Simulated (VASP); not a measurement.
# Al8N7 (a cell with a defect) in VASP: further runs

The runs below take Al8N7 (a cell with a defect) through relaxation of the atoms, single point, with PBE.

All numbers are computed with VASP 6.6.1; they aren't measurements. Logs are shortened: lines on timing, memory, paths and dates and some standing lists are left out, and cuts for length are marked.

## Step 1: The cell of the first run

The cell holds a defect, 15 atoms: a = 6.227 Å, b = 6.227 Å, c = 6.227 Å, α = 60.00°, β = 60.00°, γ = 60.00°.

## Step 2: Relaxation of the atoms, PBE, collinear spin

File INCAR:

```
PREC     = Accurate       # precision mode
ENCUT    = 520            # plane-wave cutoff, eV
EDIFF    = 1E-6           # SCF threshold, eV
ISMEAR   = 0              # smearing method
SIGMA    = 0.01           # smearing width, eV
LREAL    = Auto         
LASPH    = T              # aspherical terms in the spheres
NELM     = 150            # most SCF steps
ALGO     = Normal         # electronic algorithm
ISIF     = 2              # what is computed and relaxed
LWAVE    = F              # write WAVECAR
LCHARG   = F              # write CHGCAR
ISPIN    = 2              # spin polarisation
MAGMOM   = 0.25 0 0 0 0.25 0.25 0.25 0 0 0 0 0 0 0 0 # initial moments
LORBIT   = 11             # projections on sites
GGA      = PE             # functional
IBRION   = 2              # ionic algorithm
NSW      = 65             # ionic steps
EDIFFG   = -0.025         # ionic threshold
NELECT   = 57.0
```

File KPOINTS:

```
regular mesh
0
Gamma
  1 1 1
```

File POSCAR:

```
Al8N7
1.0
    0.0000000000      4.4031742003     -4.4031742003
    4.4031742003      4.4031742003      0.0000000000
    4.4031742003      0.0000000000     -4.4031742003
Al N
8 7
Direct
   -0.0050280199     -0.0050280199      0.5150840596
   -0.0034903009      0.5011634336      0.5011634336
    0.5011634336     -0.0034903009      0.5011634336
    0.5011634336      0.5011634336      0.5011634336
   -0.0050280199     -0.0050280199      0.9949719801
   -0.0050280199      0.5150840596      0.9949719801
    0.5150840596     -0.0050280199      0.9949719801
    0.5011634336      0.5011634336      0.9965096991
    0.1260077628      0.6239922372      0.1260077628
    0.6239922372      0.1260077628      0.1260077628
    0.6239922372      0.6239922372      0.1260077628
    0.1260077628      0.1260077628      0.6239922372
    0.1260077628      0.6239922372      0.6239922372
    0.6239922372      0.1260077628      0.6239922372
    0.6250000000      0.6250000000      0.6250000000
```

Potentials or basis: VASP PAW PBE potentials, release 64 (Al, N).

On the command line:

```bash
$ cat potpaw_PBE.64/Al/POTCAR potpaw_PBE.64/N/POTCAR > POTCAR
$ mpirun -np 1 vasp_gam > vasp.out
```

OUTCAR:

```text
PREC = Accurate
   ENCUT = 520
   EDIFF = 1E-6
   ISMEAR = 0
   LREAL = Auto
   LASPH = T
   NELM = 150
   ISIF = 2
   ISPIN = 2
   LORBIT = 11
   GGA = PE
   IBRION = 2
   NSW = 65
   EDIFFG = -0.025
   NELECT = 57.0

 ion  position               nearest neighbor table
   1  0.995  0.995  0.515-  13 1.89  14 1.89  12 1.89   5 2.99   6 2.99   7 2.99   2 3.11   3 3.11
                             4 3.11   4 3.11   2 3.11   3 3.11   7 3.24   6 3.24   5 3.24
   2  0.997  0.501  0.501-  15 1.89  12 1.91   9 1.91  13 1.91   4 3.08   8 3.08   3 3.08   6 3.11
                             1 3.11   5 3.11   5 3.11   1 3.11   6 3.11   8 3.14   3 3.14   4 3.14
   3  0.501  0.997  0.501-  15 1.89  12 1.91  10 1.91  14 1.91   4 3.08   8 3.08   2 3.08   7 3.11
                             1 3.11   5 3.11   5 3.11   1 3.11   7 3.11   2 3.14   8 3.14   4 3.14
   4  0.501  0.501  0.501-  15 1.89  13 1.91  14 1.91  11 1.91   3 3.08   8 3.08   2 3.08   6 3.11
                             7 3.11   1 3.11   7 3.11   1 3.11   6 3.11   3 3.14   2 3.14   8 3.14
   5  0.995  0.995  0.995-   9 1.89  10 1.89  12 1.89   1 2.99   6 2.99   7 2.99   3 3.11   8 3.11
                             2 3.11   8 3.11   2 3.11   3 3.11   1 3.24   6 3.24   7 3.24
   6  0.995  0.515  0.995-  11 1.89  13 1.89   9 1.89   1 2.99   5 2.99   7 2.99   8 3.11   2 3.11
                             4 3.11   4 3.11   2 3.11   8 3.11   7 3.24   1 3.24   5 3.24
   7  0.515  0.995  0.995-  11 1.89  14 1.89  10 1.89   1 2.99   5 2.99   6 2.99   8 3.11   3 3.11
                             4 3.11   4 3.11   3 3.11   8 3.11   6 3.24   1 3.24   5 3.24
   8  0.501  0.501  0.997-  15 1.89  10 1.91   9 1.91  11 1.91   3 3.08   4 3.08   2 3.08   6 3.11
                             7 3.11   5 3.11   5 3.11   7 3.11   6 3.11   2 3.14   4 3.14   3 3.14
   9  0.126  0.624  0.126-   5 1.89   6 1.89   2 1.91   8 1.91
  10  0.624  0.126  0.126-   5 1.89   7 1.89   3 1.91   8 1.91
  11  0.624  0.624  0.126-   6 1.89   7 1.89   4 1.91   8 1.91
  12  0.126  0.126  0.624-   5 1.89   1 1.89   3 1.91   2 1.91
  13  0.126  0.624  0.624-   6 1.89   1 1.89   4 1.91   2 1.91
  14  0.624  0.126  0.624-   1 1.89   7 1.89   4 1.91   3 1.91
  15  0.625  0.625  0.625-   2 1.89   3 1.89   8 1.89   4 1.89

  LATTYP: Found a face centered cubic cell.
 ALAT       =     8.8063484006

  Lattice vectors:

 A1 = (   0.0000000000,   4.4031742003,  -4.4031742003)
 A2 = (   4.4031742003,   4.4031742003,   0.0000000000)
 A3 = (   4.4031742003,   0.0000000000,  -4.4031742003)

Analysis of symmetry for initial positions (statically):
=====================================================================
 Subroutine PRICEL returns:
 Original cell was already a primitive cell.

 Routine SETGRP: Setting up the symmetry group for a
 face centered cubic supercell.

 Subroutine GETGRP returns: Found 24 space group operations
 (whereof  6 operations were pure point group operations)
 out of a pool of 48 trial point group operations.

The static configuration has the point symmetry C_3v.
 The point group associated with its full space group is T_d .

Analysis of symmetry for dynamics (positions and initial velocities):
=====================================================================
 Subroutine PRICEL returns:
 Original cell was already a primitive cell.

 Routine SETGRP: Setting up the symmetry group for a
 face centered cubic supercell.

 Subroutine GETGRP returns: Found 24 space group operations
 (whereof  6 operations were pure point group operations)
 out of a pool of 48 trial point group operations.

The dynamic configuration has the point symmetry C_3v.
 The point group associated with its full space group is T_d .

Analysis of structural, dynamic, and magnetic symmetry:
=====================================================================
 Subroutine PRICEL returns:
 Original cell was already a primitive cell.

 Routine SETGRP: Setting up the symmetry group for a
 face centered cubic supercell.

 Subroutine GETGRP returns: Found 24 space group operations
 (whereof  6 operations were pure point group operations)
 out of a pool of 48 trial point group operations.

The overall configuration has the point symmetry C_3v.
 The point group associated with its full space group is T_d .

 Subroutine INISYM returns: Found 24 space group operations
 (whereof  6 operations are pure point group operations),
 and found     1 'primitive' translations

----------------------------------------------------------------------------------------

                                     Primitive cell

  volume of cell :     170.7370

  direct lattice vectors                    reciprocal lattice vectors
[... 79 lines left out ...]
 SYSTEM =  unknown system
   PREC   = accura    normal or accurate (medium, high low for compatibility)
   ISTART =      0    job   : 0-new  1-cont  2-samecut
   ICHARG =      2    charge: 1-file 2-atom 10-const
   ISPIN  =      2    spin polarized calculation?
   LNONCOLLINEAR =      F non collinear calculations
   LSORBIT =      F    spin-orbit coupling
   LASPH  =      T    aspherical Exc in radial PAW
   ENCUT  =  520.0 eV  38.22 Ry    6.18 a.u.  11.58 11.58 11.58*2*pi/ulx,y,z
   NELM   =    150;   NELMIN=  2; NELMDL= -5     # of ELM steps
   EDIFF  = 0.1E-05   stopping-criterion for ELM
   LREAL  =      T    real-space projection
   EDIFFG = -.3E-01   stopping-criterion for IOM
   NSW    =     65    number of steps for IOM
   IBRION =      2    ionic relax: 0-MD 1-quasi-New 2-CG
   NFREE  =      1    steps in history (QN), initial steepest desc. (CG)
   ISIF   =      2    stress and relaxation
   ISYM   =      2    0-nonsym 1-usesym 2-fastsym
   POTIM  = 0.5000    time-step for ionic-motion
   TEBEG  =    0.0;   TEEND  =   0.0 temperature during run
   PSTRESS=    0.0 pullay stress
   NELECT =      57.0000    total number of electrons
   NUPDOWN=      -1.0000    fix difference up-down
   EMIN   =  10.00;   EMAX   =-10.00  energy-range for DOS
   EFERMI =   0.00;   METHOD = LEGACY
   ISMEAR =     0;   SIGMA  =   0.01  broadening in eV -4-tet -1-fermi 0-gaus
   EFERMI_NEDOS =   21; number of points for ismear=-14 and -15
   IALGO  =     38    algorithm
   IMIX   =      4    mixing-type and parameters
     AMIX     =   0.40;   BMIX     =  1.00
     AMIX_MAG =   1.60;   BMIX_MAG =  1.00
  volume/ion in A,a.u.               =      11.38        76.81
  Fermi-wavevector in a.u.,A,eV,Ry     =   1.135683  2.146130 17.548476  1.289777
  Thomas-Fermi vector in A             =   2.272388
   LORBIT       =     11    0 simple, 1 ext, 2 COOP (PROOUT), +10 PAW based schemes
   GGA     = PE    functional components
   LHFCALC =     F    Hartree Fock is set to
   AEXX    =    0.0000 exact exchange contribution
   IVDW    =     0    specifies the selected vdW correction
   LEPSILON=     F    determine dielectric tensor
   LRPA    =     F    only Hartree local field effects (RPA)
 conjugate gradient relaxation of ions
 spin polarized calculation
 Gauss-broadening in eV      SIGMA  =   0.01
  energy-cutoff  :      520.00
  volume of cell :      170.74
 maximum number of plane-waves:      2323
 NGX is ok and might be reduce to    48
   NGX = 23   NGY = 23   NGZ = 23

--------------------------------------- Ionic step        1  -------------------------------------------

 number of electron      57.0000006 magnetization       0.9999763

 Free energy of the ion-electron system (eV)
  ---------------------------------------------------
  ext. energy  EPLUGINS =         0.00000000
  ---------------------------------------------------
  free energy    TOTEN  =      -113.35478897 eV

  energy without entropy =     -113.34707585  energy(sigma->0) =     -113.35093241

------------------------ aborting loop because EDIFF is reached ----------------------------------------

  FORCE on cell =-STRESS in cart. coord.  units (eV):
  Direction    XX          YY          ZZ          XY          YZ          ZX
  --------------------------------------------------------------------------------------
  -------------------------------------------------------------------------------------
  Total      -16.2553223    -16.2553223    -16.2553223     -0.0000000     -0.0000000     -0.0000000
  in kB     -152.5381829   -152.5381829   -152.5381829     -0.0000000     -0.0000000     -0.0000000
  external PRESSURE =    -152.5381829 kB  Pullay stress =       0.0000000 kB
[... 183 lines left out ...]
--------------------------------------- Ionic step        5  -------------------------------------------

 number of electron      57.0000006 magnetization       1.0000000

 Free energy of the ion-electron system (eV)
  ---------------------------------------------------
  ext. energy  EPLUGINS =         0.00000000
  ---------------------------------------------------
  free energy    TOTEN  =      -113.42598763 eV

  energy without entropy =     -113.41827451  energy(sigma->0) =     -113.42213107

 E-fermi :   5.6737     XC(G=0): -10.3629

 val. band max:        5.6706925206   @ k =   0.0000   0.0000   0.0000
 cond. band min:       8.8676359006   @ k =   0.0000   0.0000   0.0000
 fundamental gap:      3.1969433800
 Fermi energy:         5.6737380492

 spin component 1

 k-point     1 :       0.0000    0.0000    0.0000
  band No.  band energies     occupation
      1      -9.0453      1.00000
      2      -7.2440      1.00000
      3      -7.2440      1.00000
      4      -7.2440      1.00000
      5      -7.0539      1.00000
      6      -6.6281      1.00000
[... 29 lines left out ...]
     36      11.8561      0.00000
     37      12.9183      0.00000
 Fermi energy:         5.6737380492

 spin component 2

 k-point     1 :       0.0000    0.0000    0.0000
  band No.  band energies     occupation
      1      -8.8991      1.00000
      2      -7.1155      1.00000
      3      -7.1155      1.00000
      4      -7.1155      1.00000
      5      -6.6717      1.00000
      6      -6.4918      1.00000
[... 71 lines left out ...]
  FREE ENERGIE OF THE ION-ELECTRON SYSTEM (eV)
  ---------------------------------------------------
  free  energy   TOTEN  =      -113.4259876296 eV

  energy  without entropy=     -113.4182745136  energy(sigma->0) =     -113.42213107

 reached required accuracy - stopping structural energy minimisation

 total charge

# of ion       s       p       d       tot
------------------------------------------
    1        0.354   0.392   0.000   0.746
    2        0.315   0.422   0.000   0.737
    3        0.315   0.422   0.000   0.737
    4        0.315   0.422   0.000   0.737
    5        0.354   0.392   0.000   0.746
    6        0.354   0.392   0.000   0.746
    7        0.354   0.392   0.000   0.746
    8        0.315   0.422   0.000   0.737
    9        1.183   2.663   0.000   3.846
   10        1.183   2.663   0.000   3.846
   11        1.183   2.663   0.000   3.846
   12        1.183   2.663   0.000   3.846
   13        1.183   2.663   0.000   3.846
   14        1.183   2.663   0.000   3.846
   15        1.177   2.641   0.000   3.818
--------------------------------------------------
tot         10.955  21.874   0.000  32.829

 magnetization (x)

# of ion       s       p       d       tot
------------------------------------------
    1       -0.001  -0.000   0.000  -0.001
    2       -0.002   0.003   0.000   0.001
    3       -0.002   0.003   0.000   0.001
    4       -0.002   0.003   0.000   0.001
    5       -0.001  -0.000   0.000  -0.001
    6       -0.001  -0.000   0.000  -0.001
    7       -0.001  -0.000   0.000  -0.001
    8       -0.002   0.003   0.000   0.001
    9        0.002   0.073   0.000   0.075
   10        0.002   0.073   0.000   0.075
   11        0.002   0.073   0.000   0.075
   12        0.002   0.073   0.000   0.075
   13        0.002   0.073   0.000   0.075
   14        0.002   0.073   0.000   0.075
   15        0.007   0.235   0.000   0.242
--------------------------------------------------
tot          0.010   0.682   0.000   0.692
```

It took 1.7 min on 1 thread of AMD EPYC 7R43 (Zen 3), shared host; peak memory 0.34 GiB.

Results:

```yaml
Free_energy: -113.4260 eV
Energy_gained_by_relaxing: 4.7 meV/atom
Ionic_steps: 5
Largest_force_after_relaxing: 0.021 eV/Å
Net_moment: 1.00 μB per cell
Site_moments: Al -0.00, +0.00; N +0.07, +0.24 μB
Valence_electrons_inside_the_program's_atomic_spheres: Al 0.75, 0.74; N 3.85, 3.82
```

Forces on the atoms (eV/Å):
```
Al  -0.005  0.005  0.005
Al  -0.005  0.005 -0.005
Al   0.005  0.005  0.005
Al  -0.005 -0.005  0.005
Al   0.005  0.005 -0.005
Al  -0.005 -0.005 -0.005
Al   0.005 -0.005  0.005
Al   0.005 -0.005 -0.005
N    0.000  0.000  0.021
N   -0.021  0.000  0.000
N    0.000  0.021  0.000
N    0.000 -0.021  0.000
N    0.021  0.000  0.000
N    0.000  0.000 -0.021
N    0.000  0.000  0.000
```

Step by step:
```csv
step,energy change (eV),largest force (eV/Å),pressure (GPa)
1,0.0000,0.7522,-15.25
2,-0.0690,0.1263,-15.94
3,-0.0709,0.0521,-15.85
4,-0.0709,0.0485,-15.84
5,-0.0712,0.0207,-15.88
```

Final structure:
```yaml
crystal:
  lattice:
    - [0.00000, 4.40317, -4.40317]
    - [4.40317, 4.40317, 0.00000]
    - [4.40317, 0.00000, -4.40317]
  atoms:
    - { symbol: Al, position: [0.99646, 0.99646, 0.51062] }
    - { symbol: Al, position: [0.00250, 0.49917, 0.49917] }
    - { symbol: Al, position: [0.49917, 0.00250, 0.49917] }
    - { symbol: Al, position: [0.49917, 0.49917, 0.49917] }
    - { symbol: Al, position: [0.99646, 0.99646, 0.99646] }
    - { symbol: Al, position: [0.99646, 0.51062, 0.99646] }
    - { symbol: Al, position: [0.51062, 0.99646, 0.99646] }
    - { symbol: Al, position: [0.49917, 0.49917, 0.00250] }
    - { symbol: N, position: [0.12573, 0.62427, 0.12573] }
    - { symbol: N, position: [0.62427, 0.12573, 0.12573] }
    - { symbol: N, position: [0.62427, 0.62427, 0.12573] }
    - { symbol: N, position: [0.12573, 0.12573, 0.62427] }
    - { symbol: N, position: [0.12573, 0.62427, 0.62427] }
    - { symbol: N, position: [0.62427, 0.12573, 0.62427] }
    - { symbol: N, position: [0.62500, 0.62500, 0.62500] }
```

Caveat: the k points lie up to 1.24 Å⁻¹ apart; the cell carries a net charge on a neutralising background, which shifts energy and pressure; the cell is charged against a uniform background, so pressure and absolute levels hang on convention.

## Step 3: Single point, PBE

File INCAR:

```
SYSTEM = Al8N7
PREC     = Accurate       ! precision mode
ENCUT    = 520            ! plane-wave cutoff, eV
EDIFF    = 1E-6           ! SCF threshold, eV
ISMEAR   = 0              ! smearing method
SIGMA    = 0.01           ! smearing width, eV
LREAL    = Auto         
LASPH    = .TRUE.         ! aspherical terms in the spheres
NELM     = 80             ! most SCF steps
ALGO     = Normal         ! electronic algorithm
ISIF     = 2              ! what is computed and relaxed
LWAVE    = .FALSE.        ! write WAVECAR
LCHARG   = .FALSE.        ! write CHGCAR
GGA      = PE             ! functional
NBANDS   = 42             ! bands
NELECT   = 58.0
```

File KPOINTS:

```
regular mesh
0
G
  2 2 2
  0 0 0
```

File POSCAR:

```
Al8N7
1.0
    0.0000000000      4.4031742015     -4.4031742015
    4.4031742015      4.4031742015      0.0000000000
    4.4031742015      0.0000000000     -4.4031742015
Al N
8 7
Direct
   -0.0036536759     -0.0036536759      0.5109610278
   -0.0026432510      0.5008810837      0.5008810837
    0.5008810837     -0.0026432510      0.5008810837
    0.5008810837      0.5008810837      0.5008810837
   -0.0036536759     -0.0036536759      0.9963463241
   -0.0036536759      0.5109610278      0.9963463241
    0.5109610278     -0.0036536759      0.9963463241
    0.5008810837      0.5008810837      0.9973567490
    0.1257246223      0.6242753777      0.1257246223
    0.6242753777      0.1257246223      0.1257246223
    0.6242753777      0.6242753777      0.1257246223
    0.1257246223      0.1257246223      0.6242753777
    0.1257246223      0.6242753777      0.6242753777
    0.6242753777      0.1257246223      0.6242753777
    0.6250000000      0.6250000000      0.6250000000
```

Potentials or basis: VASP PAW PBE potentials, release 64 (Al, N).

On the command line:

```bash
$ cat potpaw_PBE.64/Al/POTCAR potpaw_PBE.64/N/POTCAR > POTCAR
$ mpirun -np 1 vasp_std > vasp.out
```

Wall time 46 s (1 thread of Intel Xeon Platinum 8488C (Sapphire Rapids), shared host); peak memory 0.31 GiB.

Results (log left out):

* Free energy: -113.3130 eV
* Largest force: 0.015 eV/Å

Forces in eV/Å, atoms in the order of the input:
```
Al   0.009 -0.009 -0.009
Al  -0.008  0.008 -0.008
Al   0.008  0.008  0.008
Al  -0.008 -0.008  0.008
Al  -0.009 -0.009  0.009
Al   0.009  0.009  0.009
Al  -0.009  0.009 -0.009
Al   0.008 -0.008 -0.008
N    0.000  0.000 -0.008
N    0.008  0.000  0.000
N    0.000 -0.008  0.000
N    0.000  0.008  0.000
N   -0.008  0.000  0.000
N    0.000  0.000  0.008
N    0.000  0.000  0.000
```

Levels at points of the mesh, in eV from the Fermi level:
| k point | band 27 | band 28 | band 29 | band 30 | band 31 | band 32 |
| --- | --- | --- | --- | --- | --- | --- |
| (0.00, 0.00, 0.00) | -1.13 | -1.13 | -1.13 | 2.31 | 2.44 | 2.44 |
| (0.50, 0.00, 0.00) | -1.27 | -1.27 | -0.68 | 1.92 | 3.57 | 3.57 |
| (0.50, 0.50, 0.00) | -1.65 | -1.60 | -0.10 | 1.49 | 3.56 | 3.56 |

Caveat: the k points lie up to 0.62 Å⁻¹ apart; the cell carries a net charge on a neutralising background, which shifts energy and pressure; the cell is charged against a uniform background, so pressure and absolute levels hang on convention.

(Continued in part 2 of 2.)
